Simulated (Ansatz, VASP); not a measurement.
**Two plane-wave programs on Cu**

INCAR

```
ALGO     = Fast           # electronic algorithm
EDIFF    = 1E-7           # SCF threshold, eV
ENCUT    = 520            # plane-wave cutoff, eV
GGA      = PS             # functional
ISIF     = 2              # what is computed and relaxed
ISMEAR   = 0              # smearing method
LASPH    = T              # aspherical terms in the spheres
LCHARG   = F              # write CHGCAR
LREAL    = F              # projectors in reciprocal space
LWAVE    = F              # write WAVECAR
NBANDS   = 18             # bands
NELM     = 100            # most SCF steps
PREC     = Accurate       # precision mode
SIGMA    = 0.15           # smearing width, eV
```

KPOINTS

```
k-points
0
Gamma
  20 20 18
```

File POSCAR:

```
Cu
1.0
    1.0810783139     -3.7416958337      0.0000000000
    1.0810783139      3.7416958337      0.0000000000
    0.0000000000      0.0000000000      2.4675572805
Cu
2
Direct
    0.1338543804      0.8661456196      0.2500000000
    0.8661456196      0.1338543804      0.7500000000
```

Input for Ansatz:

```yaml
crystal:
  lattice:
    - [1.0810783139, -3.7416958337, 0.0]
    - [1.0810783139, 3.7416958337, 0.0]
    - [0.0, 0.0, 2.4675572805]
  atoms:
    - { symbol: Cu, position: [0.1338543804, 0.8661456196, 0.25] }
    - { symbol: Cu, position: [0.8661456196, 0.1338543804, 0.75] }
basis:
  ecutwfc: 520.0
kpoints:
  mp_grid: { grid: [20, 20, 18] }
hamiltonian:
  xc: pbesol
  pseudopotentials: { kind: paw, azcp: { folder: soft_1 } }
scf:
  occupations: { method: gaussian, width: 0.15 }
output:
  forces: true
  stress: true
  eigenvalues: true
```

Change from the starting cell: normal strain along x -0.1100, normal strain along y -0.0550.

Alike in both runs: task single point; functional PBEsol; k mesh 20 × 20 × 18; occupations gaussian, width 0.15 eV; no spin polarisation.

|  | VASP | Ansatz |
| --- | --- | --- |
| version | VASP 6.6.1 | Ansatz 0.2.0 |
| potentials or method | VASP PAW PBE potentials, release 64 (Cu), cutoff 520 eV | scalar-relativistic, plane waves, PAW |
| valence electrons in the cell | 22 | 38 |

|  | VASP | Ansatz | Ansatz less VASP |
| --- | --- | --- | --- |
| gap on the k mesh at the Fermi level (eV) | none | none | - |
| pressure (GPa) | 44.8 | 43.7 | -1.01 |
| traceless stress, the component that is largest in VASP (GPa) | 32.67 | 32.88 | +0.202 |
| rms of the force components (eV/Å) | 0.332 | 0.323 | -0.0081 |

VASP's potentials were made for PBE, not for PBEsol, and Ansatz warns of the same on its side. Atom by atom the forces differ by 0.008 eV/Å (rms over components). A gap of «none» marks a metal or a gap that the smearing closes. Both programs put the cell under a high pressure, so it lies far from rest at this level. With one functional, cell and mesh, what is left measures potentials, basis and numerics. VASP's potentials hold 22 valence electrons a cell and Ansatz's 38, so a difference there can come from the potentials and not from the codes.
